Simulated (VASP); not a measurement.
# C (Fd-3m) in VASP: further runs

Runs on C. Level: PBE. Tasks: vibrations by perturbation theory, elastic constants.

Everything below comes from runs of VASP 6.6.1. Logs are shortened: lines on timing, memory, paths and dates and some standing lists are left out, and cuts for length are marked.

### Step 1. The cell of the first run

Symmetry: Fd-3m, No. 227, cubic system. Conventional cell: a = 3.572 Å, b = 3.572 Å, c = 3.572 Å, α = 90.00°, β = 90.00°, γ = 90.00°. C (site symmetry -43m) has 4 C at 1.55 Å within 2.1 Å.

### Step 2. Vibrations by perturbation theory, PBE

INCAR reads:

```
SYSTEM = C
  PREC = Accurate
  ENCUT = 520
  EDIFF = 1E-8
  ISMEAR = 0
  SIGMA = 0.01
  LREAL = .FALSE.
  LASPH = .TRUE.
  NELM = 80
  ALGO = Normal
  ISIF = 2
  LWAVE = .FALSE.
  LCHARG = .FALSE.
  GGA = PE
  NBANDS = 11
  IBRION = 8
  NSW = 1
  LEPSILON = .TRUE.
```

KPOINTS reads:

```
regular mesh
0
G
  12 12 12
  0 0 0
```

POSCAR reads:

```
C
1.0
    0.0000000000      1.7857964169      1.7857964169
    1.7857964169      0.0000000000      1.7857964169
    1.7857964169      1.7857964169      0.0000000000
C
2
Direct
    0.0000000000      0.0000000000      0.0000000000
    0.2500000000      0.2500000000      0.2500000000
```

Potentials or basis: VASP PAW PBE potentials, release 64 (C).

Launch:

```console
$ cat potpaw_PBE.64/C/POTCAR > POTCAR
$ mpirun -np 1 vasp_std > vasp.out
```

OUTCAR:

```text
SYSTEM = C
   PREC = Accurate
   ENCUT = 520
   EDIFF = 1E-8
   ISMEAR = 0
   LREAL = .FALSE.
   LASPH = .TRUE.
   NELM = 80
   ISIF = 2
   GGA = PE
   IBRION = 8
   NSW = 1
   LEPSILON = .TRUE.

 ion  position               nearest neighbor table
   1  0.000  0.000  0.000-   2 1.55   2 1.55   2 1.55   2 1.55
   2  0.250  0.250  0.250-   1 1.55   1 1.55   1 1.55   1 1.55

  LATTYP: Found a face centered cubic cell.
 ALAT       =     3.5715928338

  Lattice vectors:

 A1 = (   0.0000000000,   1.7857964169,   1.7857964169)
 A2 = (   1.7857964169,   0.0000000000,   1.7857964169)
 A3 = (   1.7857964169,   1.7857964169,   0.0000000000)

Analysis of symmetry for initial positions (statically):
=====================================================================
 Subroutine PRICEL returns:
 Original cell was already a primitive cell.

 Routine SETGRP: Setting up the symmetry group for a
 face centered cubic supercell.

 Subroutine GETGRP returns: Found 48 space group operations
 (whereof 24 operations were pure point group operations)
 out of a pool of 48 trial point group operations.

The static configuration has the point symmetry T_d .
 The point group associated with its full space group is O_h .

Analysis of symmetry for dynamics (positions and initial velocities):
=====================================================================
 Subroutine PRICEL returns:
 Original cell was already a primitive cell.

 Routine SETGRP: Setting up the symmetry group for a
 face centered cubic supercell.

 Subroutine GETGRP returns: Found 48 space group operations
 (whereof 24 operations were pure point group operations)
 out of a pool of 48 trial point group operations.

The dynamic configuration has the point symmetry T_d .
 The point group associated with its full space group is O_h .

 Subroutine INISYM returns: Found 48 space group operations
 (whereof 24 operations are pure point group operations),
 and found     1 'primitive' translations

----------------------------------------------------------------------------------------
[... 565 lines left out ...]
           5.856538     0.000000     0.000000
          -0.000000     5.856538    -0.000000
           0.000000    -0.000000     5.856538
 ------------------------------------------------------

 PIEZOELECTRIC TENSOR (including local field effects)  for field in x, y, z        (e  Angst)
          XX          YY          ZZ          XY          YZ          ZX
  --------------------------------------------------------------------------------
  x     0.00000    -0.00000    -0.00000     0.00000     0.00000     0.00000
  y    -0.00000     0.00000    -0.00000    -0.00000    -0.00000     0.00000
  z     0.00000     0.00000     0.00000     0.00000    -0.00000     0.00000

 PIEZOELECTRIC TENSOR (including local field effects)  for field in x, y, z        (C/m^2)
          XX          YY          ZZ          XY          YZ          ZX
  --------------------------------------------------------------------------------
  x     0.00000    -0.00000    -0.00000     0.00000     0.00000     0.00000
  y    -0.00000     0.00000    -0.00000    -0.00000    -0.00000     0.00000
  z     0.00000     0.00000     0.00000     0.00000    -0.00000     0.00000

 BORN EFFECTIVE CHARGES (including local field effects) (in |e|, cummulative output)
 ---------------------------------------------------------------------------------
 ion    1
    1     0.00000     0.00000     0.00000
    2     0.00000     0.00000     0.00000
    3     0.00000     0.00000     0.00000
 ion    2
    1    -0.00000     0.00000     0.00000
    2     0.00000    -0.00000     0.00000
    3     0.00000     0.00000    -0.00000

 INTERNAL STRAIN TENSOR FOR ION    2 for displacements in x,y,z  (eV/Angst):
          X           Y           Z          XY          YZ          ZX
  --------------------------------------------------------------------------------
  x     0.00000    -0.00000     0.00000     0.00000    -2.84527     0.00000
  y     0.00000    -0.00000    -0.00000     0.00000     0.00000    -2.84527
  z    -0.00000     0.00000     0.00000    -2.84527     0.00000     0.00000

 SECOND DERIVATIVES (NOT SYMMETRIZED)
 ------------------------------------
               1X          1Y          1Z          2X          2Y          2Z
  1X   -36.932897    0.000000    0.000000   36.932897    0.000000    0.000000
  1Y     0.000000  -36.932897    0.000000    0.000000   36.932897    0.000000
  1Z     0.000000    0.000000  -36.932897    0.000000    0.000000   36.932897
  2X    36.932897    0.000000    0.000000  -36.932897    0.000000    0.000000
  2Y     0.000000   36.932897    0.000000    0.000000  -36.932897    0.000000
  2Z     0.000000    0.000000   36.932897    0.000000    0.000000  -36.932897

 Eigenvectors and eigenvalues of the dynamical matrix
 ----------------------------------------------------

   1 f  =   38.768842 THz   243.591817 2PiTHz 1293.189360 cm-1   160.334974 meV
             X         Y         Z           dx          dy          dz
      0.000000  0.000000  0.000000     0.000000   -0.707107    0.000000
      0.892898  0.892898  0.892898     0.000000    0.707107    0.000000
[... 21 lines left out ...]
   6 f  =    0.000000 THz     0.000000 2PiTHz    0.000000 cm-1     0.000000 meV
             X         Y         Z           dx          dy          dz
      0.000000  0.000000  0.000000     0.000000    0.000000    0.707107
      0.892898  0.892898  0.892898     0.000000    0.000000    0.707107

--------------------------------------------------------------------------------------------------------

 MACROSCOPIC STATIC DIELECTRIC TENSOR IONIC CONTRIBUTION
 ------------------------------------------------------
           0.000000     0.000000     0.000000
           0.000000     0.000000     0.000000
           0.000000     0.000000     0.000000
 ------------------------------------------------------

 ELASTIC MODULI CONTR FROM IONIC RELAXATION (kBar)
 Direction    XX          YY          ZZ          XY          YZ          ZX
 --------------------------------------------------------------------------------
 XX          -0.0000      0.0000     -0.0000     -0.0000      0.0000      0.0000
 YY           0.0000     -0.0000      0.0000      0.0000     -0.0000     -0.0000
 ZZ          -0.0000      0.0000     -0.0000      0.0000      0.0000     -0.0000
 XY          -0.0000      0.0000      0.0000    -30.8332      0.0000      0.0000
 YZ           0.0000     -0.0000      0.0000      0.0000    -30.8332      0.0000
 ZX           0.0000     -0.0000     -0.0000      0.0000      0.0000    -30.8332
 --------------------------------------------------------------------------------

 PIEZOELECTRIC TENSOR IONIC CONTR  for field in x, y, z        (C/m^2)
          XX          YY          ZZ          XY          YZ          ZX
  --------------------------------------------------------------------------------
  x    -0.00000     0.00000    -0.00000     0.00000     0.00000     0.00000
  y    -0.00000     0.00000     0.00000     0.00000     0.00000     0.00000
  z     0.00000    -0.00000    -0.00000     0.00000     0.00000     0.00000
```

OSZICAR:

```text
N       E                     dE             d eps       ncg     rms          rms(c)
DAV:   1     0.144903003298E+01    0.14490E+01   -0.48109E+03  1619   0.722E+02
DAV:   2    -0.184364651475E+02   -0.19885E+02   -0.19253E+02  2010   0.124E+02
DAV:   3    -0.188161402433E+02   -0.37968E+00   -0.37894E+00  1868   0.136E+01
DAV:   4    -0.188167281666E+02   -0.58792E-03   -0.58791E-03  1694   0.680E-01
[... 119 lines left out ...]
RMM:   6    -0.111778169123E+00    0.45607E-05   -0.35558E-06 10130   0.826E-04    0.526E-04
RMM:   7    -0.111774416602E+00    0.37525E-05   -0.11823E-06 10229   0.485E-04    0.745E-05
RMM:   8    -0.111774147750E+00    0.26885E-06   -0.55048E-09 10376   0.767E-05    0.116E-05
RMM:   9    -0.111774033857E+00    0.11389E-06    0.21177E-08 10606   0.147E-05    0.356E-06
RMM:  10    -0.111774039962E+00   -0.61042E-08    0.44940E-09  9373   0.627E-06    0.241E-07
 Linear response finished
```

stdout:

```text
POSCAR found type information on POSCAR C
 POSCAR found :  1 types and       2 ions
 scaLAPACK will be used
 LDA part: xc-table for (Slater+PW92), standard interpolation
 POSCAR, INCAR and KPOINTS ok, starting setup
 FFT: planning ... GRIDC
 FFT: planning ... GRID_SOFT
 FFT: planning ... GRID
 WAVECAR not read
 entering main loop
 Linear response reoptimize wavefunctions to high precision
 Linear response G [H, r] |phi>, progress :
  Direction:   1
 Linear response G [H, r] |phi>, progress :
  Direction:   2
 Linear response G [H, r] |phi>, progress :
  Direction:   3
 Linear response to external field (no local field effect), progress :
  Direction:   1
 dielectric tensor                  component  1 :     6.985     2.690     0.767
 Linear response to external field (no local field effect), progress :
  Direction:   2
 dielectric tensor                  component  2 :     2.690     6.913    -1.010
 Linear response to external field (no local field effect), progress :
  Direction:   3
 dielectric tensor                  component  3 :     0.767    -1.010     3.993
 Linear response to external field, progress :
  Direction:   1
 dielectric tensor                  component  1 :     5.857     1.576     0.529
 Linear response to external field, progress :
  Direction:   2
 dielectric tensor                  component  2 :     1.295     5.857    -0.034
 Linear response to external field, progress :
  Direction:   3
 dielectric tensor                  component  3 :     0.206     1.001     5.857
 Linear response DOF=           1
 Linear response progress:
 first order change of Fermi-energy  -0.20578E+01
 force on displaced ion       1 direction 1 : -36.933  -0.000  -0.000
 Born effective charge ion    1 direction 1 :  -0.000   0.000   0.000
 Born effective charges drift removed
 Linear response finished
```

Run time: 54 s. Hardware: 1 thread of Intel Xeon 6975P-C (Granite Rapids), shared host; peak memory 0.19 GiB.

What came out:

```
Electronic dielectric tensor (diagonal) : 5.86
Born charges (mean of the diagonal)     : C +0.00 e
Highest phonon frequency at Γ           : 1293 cm⁻¹
```

Phonon frequencies in cm⁻¹ (negative: imaginary):
```tsv
q point	frequencies
(0.000, 0.000, 0.000)	0 0 0 1293 1293 1293
```

Electronic dielectric tensor:
```
5.86 0.00 0.00
0.00 5.86 0.00
0.00 0.00 5.86
```

Born effective charge tensors (e):
atom 1, C
```
0.00 0.00 0.00
0.00 0.00 0.00
0.00 0.00 0.00
```
atom 2, C
```
0.00 0.00 0.00
0.00 0.00 0.00
0.00 0.00 0.00
```

### Step 3. Elastic constants, PBE

INCAR reads:

```
SYSTEM = C
ALGO = Normal
EDIFF = 1E-8
ENCUT = 600
GGA = PE
IBRION = 6
ISIF = 3
ISMEAR = 0
LASPH = .TRUE.
LCHARG = .FALSE.
LREAL = .FALSE.
LWAVE = .FALSE.
NELM = 60
NFREE = 2
NSW = 1
POTIM = 0.015
PREC = Accurate
SIGMA = 0.01
```

KPOINTS reads:

```
k-points
0
G
  12 12 12
  0 0 0
```

POSCAR is that of step 2.

Potentials or basis: VASP PAW PBE potentials, release 64 (C).

Launch:

```console
$ cat potpaw_PBE.64/C/POTCAR > POTCAR
$ mpirun -np 1 vasp_std > vasp.out
```

OUTCAR:

```text
SYSTEM = C
   EDIFF = 1E-8
   ENCUT = 600
   GGA = PE
   IBRION = 6
   ISIF = 3
   ISMEAR = 0
   LASPH = .TRUE.
   LREAL = .FALSE.
   NELM = 60
   NFREE = 2
   NSW = 1
   POTIM = 0.015
   PREC = Accurate

 ion  position               nearest neighbor table
   1  0.000  0.000  0.000-   2 1.55   2 1.55   2 1.55   2 1.55
   2  0.250  0.250  0.250-   1 1.55   1 1.55   1 1.55   1 1.55

  LATTYP: Found a face centered cubic cell.
 ALAT       =     3.5715928338

  Lattice vectors:

 A1 = (   0.0000000000,   1.7857964169,   1.7857964169)
 A2 = (   1.7857964169,   0.0000000000,   1.7857964169)
 A3 = (   1.7857964169,   1.7857964169,   0.0000000000)

Analysis of symmetry for initial positions (statically):
=====================================================================
 Subroutine PRICEL returns:
 Original cell was already a primitive cell.

 Routine SETGRP: Setting up the symmetry group for a
 face centered cubic supercell.

 Subroutine GETGRP returns: Found 48 space group operations
 (whereof 24 operations were pure point group operations)
 out of a pool of 48 trial point group operations.

The static configuration has the point symmetry T_d .
 The point group associated with its full space group is O_h .

Analysis of symmetry for dynamics (positions and initial velocities):
=====================================================================
[... 635 lines left out ...]
      2       9.4401      2.00000
      3       9.6727      2.00000
      4       9.8988      2.00000
      5      15.0469      0.00000
      6      15.2445      0.00000
      7      15.4529      0.00000
      8      22.9066      0.00000
[... 282 lines left out ...]
  FREE ENERGIE OF THE ION-ELECTRON SYSTEM (eV)
  ---------------------------------------------------
  free  energy   TOTEN  =       -18.1863360021 eV

  energy  without entropy=      -18.1863360021  energy(sigma->0) =      -18.18633600

 INTERNAL STRAIN TENSORS FROM STRAINED CELLS
 ============================================

 INTERNAL STRAIN TENSOR FOR ION    1 for displacements in x,y,z  (eV/Angst):
          X           Y           Z          XY          YZ          ZX
  --------------------------------------------------------------------------------
  x     0.00000     0.00000     0.00000    -0.00000     2.90161     0.00000
  y    -0.00000    -0.00000     0.00000    -0.00000     0.00000     2.90124
  z    -0.00000     0.00000     0.00000     2.90192    -0.00000    -0.00000

 INTERNAL STRAIN TENSORS FROM DISPLACED ATOMS
 ============================================

 INTERNAL STRAIN TENSOR FOR ION    1 for displacements in x,y,z  (eV/Angst):
          X           Y           Z          XY          YZ          ZX
  --------------------------------------------------------------------------------
  x     0.00000     0.00000     0.00000     0.00000     2.89865     0.00000
  y     0.00000     0.00000     0.00000     0.00000     0.00000     2.89865
  z     0.00000     0.00000     0.00000     2.89865     0.00000     0.00000

 INTERNAL STRAIN TENSOR FOR ION    2 for displacements in x,y,z  (eV/Angst):
          X           Y           Z          XY          YZ          ZX
  --------------------------------------------------------------------------------
  x     0.00000    -0.00000    -0.00000     0.00000    -2.89865     0.00000
  y    -0.00000     0.00000    -0.00000     0.00000     0.00000    -2.89865
  z    -0.00000    -0.00000     0.00000    -2.89865     0.00000     0.00000

 Eigenvectors and eigenvalues of the dynamical matrix
 ----------------------------------------------------

   1 f  =   38.771117 THz   243.606112 2PiTHz 1293.265251 cm-1   160.344383 meV
             X         Y         Z           dx          dy          dz
      0.000000  0.000000  0.000000     0.000000   -0.707107    0.000000
      0.892898  0.892898  0.892898     0.000000    0.707107    0.000000
[... 21 lines left out ...]
   6 f  =    0.000000 THz     0.000000 2PiTHz    0.000000 cm-1     0.000000 meV
             X         Y         Z           dx          dy          dz
      0.000000  0.000000  0.000000     0.000000    0.000000    0.707107
      0.892898  0.892898  0.892898     0.000000    0.000000    0.707107

--------------------------------------------------------------------------------------------------------

 ELASTIC MODULI CONTR FROM IONIC RELAXATION (kBar)
 Direction    XX          YY          ZZ          XY          YZ          ZX
 --------------------------------------------------------------------------------
 XX          -0.0000     -0.0000     -0.0000     -0.0000      0.0000     -0.0000
 YY          -0.0000     -0.0000     -0.0000     -0.0000     -0.0000      0.0000
 ZZ          -0.0000     -0.0000     -0.0000      0.0000     -0.0000     -0.0000
 XY          -0.0000     -0.0000      0.0000    -31.9972      0.0000      0.0000
 YZ           0.0000     -0.0000     -0.0000      0.0000    -31.9972      0.0000
 ZX          -0.0000      0.0000     -0.0000      0.0000      0.0000    -31.9972
 --------------------------------------------------------------------------------

 TOTAL ELASTIC MODULI (kBar)
 Direction    XX          YY          ZZ          XY          YZ          ZX
 --------------------------------------------------------------------------------
 XX       10494.6161   1242.5873   1242.5873     -0.0000     -0.0000      0.0000
 YY        1242.5873  10494.6161   1242.5873      0.0000     -0.0000      0.0000
 ZZ        1242.5873   1242.5873  10494.6161      0.0000     -0.0000     -0.0000
 XY          -0.0000      0.0000      0.0000   5594.7300      0.0000      0.0000
 YZ          -0.0000     -0.0000     -0.0000      0.0000   5594.7300      0.0000
 ZX           0.0000      0.0000     -0.0000      0.0000      0.0000   5594.7300
 --------------------------------------------------------------------------------
```

Run time: 97 s. Hardware: 1 thread of Intel Xeon 6975P-C (Granite Rapids), shared host; peak memory 0.19 GiB.

Results:

```
Elastic constants C11, C12, C44 : 1049, 124, 559 GPa
Voigt bulk modulus              : 433 GPa
Highest phonon frequency at Γ   : 1293 cm⁻¹
```

Phonon frequencies in cm⁻¹ (negative: imaginary):
```
              q point           frequencies
(0.000, 0.000, 0.000)  0 0 0 1293 1293 1293
```

Elastic tensor in Voigt notation (GPa, in the Cartesian axes of the cell as first typed):
```
1049  124  124    0    0    0
 124 1049  124    0    0    0
 124  124 1049    0    0    0
   0    0    0  559    0    0
   0    0    0    0  559    0
   0    0    0    0    0  559
```

Clamped-ion elastic tensor (GPa):
```
1049  124  124    0    0    0
 124 1049  124    0    0    0
 124  124 1049    0    0    0
   0    0    0  563    0    0
   0    0    0    0  563    0
   0    0    0    0    0  563
```
